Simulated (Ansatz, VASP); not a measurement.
Two plane-wave programs on C

```
CELL_PARAMETERS angstrom
0.00000 1.76605 1.76605
1.76605 0.00000 1.76605
1.76605 1.76605 0.00000
ATOMIC_POSITIONS crystal
C 0.50000 0.50000 0.50000
C 0.75000 0.75000 0.75000
```

Alike in both runs: functional LDA; k mesh 10 × 10 × 10; occupations gaussian, width 0.1 eV; no spin polarisation.

Ansatz relaxed the structure, and its values are those at the end. VASP's run is a single point on that final structure, the one shown.

```csv
,VASP,Ansatz
version,VASP 6.6.1,Ansatz 0.2.0
potentials or method,"VASP PAW LDA potentials, release 64 (C), cutoff 600 eV","scalar-relativistic, plane waves, PAW"
valence electrons in the cell,8,8
```

Ansatz gave:

* gap on the k mesh at the Fermi level (eV): 4.21
* least direct gap on the mesh (eV): 5.62
* pressure (GPa): -0.1

**Question.** Which values does VASP return?

**Answer.** gap on the k mesh at the Fermi level (eV): 4.20; least direct gap on the mesh (eV): 5.63; pressure (GPa): 0.7.

LDA's correlation is that of Perdew and Zunger in VASP and of Perdew and Wang (1992) in Ansatz.
